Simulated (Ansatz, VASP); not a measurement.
**One calculation of Ir, two programs**

Contents of INCAR:

```
PREC = Accurate ; ENCUT = 520
EDIFF = 1E-6 ; ISMEAR = -1
SIGMA = 0.05 ; LREAL = F
LASPH = T ; NELM = 100
ALGO = Normal ; ISIF = 2
LWAVE = F ; LCHARG = T
GGA = PE ; LELF = T
LVHAR = T ; NBANDS = 16
```

File KPOINTS:

```
regular mesh
0
Gamma
  18 18 10
```

Contents of POSCAR:

```
Ir
1.0
    2.4119271252      0.0000000000      0.0000000000
   -1.2059635626      2.0887901625      0.0000000000
    0.0000000000      0.0000000000      3.9317877774
Ir
2
Direct
    0.3333333333      0.6666666667      0.2500000000
    0.6666666667      0.3333333333      0.7500000000
```

Input for Ansatz:

```yaml
crystal:
  lattice:
    - [2.4119271252, 0.0, 0.0]
    - [-1.2059635626, 2.0887901625, 0.0]
    - [0.0, 0.0, 3.9317877774]
  atoms:
    - { symbol: Ir, position: [0.3333333333, 0.6666666667, 0.25] }
    - { symbol: Ir, position: [0.6666666667, 0.3333333333, 0.75] }
kpoints:
  mp_grid: { grid: [18, 18, 10] }
scf:
  occupations: { method: fermi_dirac, width: 0.05 }
hamiltonian:
  xc: pbe
  pseudopotentials: { kind: all_electron, lapw: { basis_error: 0.001 } }
output:
  forces: true
  stress: true
  eigenvalues: true
  populations: true
```

Change from the starting cell: volume scaled by 0.68, LAPW.

Alike in both runs: task single point; functional PBE; k mesh 18 × 18 × 10; occupations fermi-dirac, width 0.05 eV; no spin polarisation.

```csv
,VASP,Ansatz
version,VASP 6.6.1,Ansatz 0.2.0
potentials or method,"VASP PAW PBE potentials, release 64 (Ir), cutoff 520 eV","all-electron LAPW, scalar-relativistic"
```

Ansatz gave:

- pressure (GPa): 341.4
- traceless stress, the component that is largest in VASP (GPa): -0.09

Problem. Which values does VASP return?

Solution. Pressure (GPa): 349.8; traceless stress, the component that is largest in VASP (GPa): 0.20.

Both programs put the cell under a high pressure, so it lies far from rest at this level. Ansatz ran all-electron here, and VASP with PAW potentials.

Neither program's run includes spin-orbit coupling. Noted on VASP's run: the cell as given lies far from equilibrium.
